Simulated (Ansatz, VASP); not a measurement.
## Two plane-wave programs on RbBr

```
Rb Br
1.0
     0.00000    3.42492    3.42492
     3.42492    0.00000    3.42492
     3.42492    3.42492    0.00000
Rb Br
1 1
Direct
  0.00000 0.00000 0.00000
  0.50000 0.50000 0.50000
```

Alike in both runs: functional PBEsol; k mesh 8 × 8 × 8; occupations fermi-dirac, width 0.08 eV; no spin polarisation.

Ansatz relaxed the structure, and its values are those at the end. VASP's run is a single point on that final structure, the one shown.

|  | VASP | Ansatz |
| --- | --- | --- |
| version | VASP 6.6.1 | Ansatz 0.2.0 |
| potentials or method | VASP PAW PBE potentials, release 64 (Rb_sv, Br) | PAW with Ansatz's default frozen-core files, scalar-relativistic |
| plane-wave cutoff (eV) | 520 | 420 |
| valence electrons in the cell | 16 | 16 |

```csv
,VASP,Ansatz,Ansatz less VASP
pressure (GPa),0.0,0.0,-0.03
```

VASP's potentials were made for PBE, not for PBEsol.
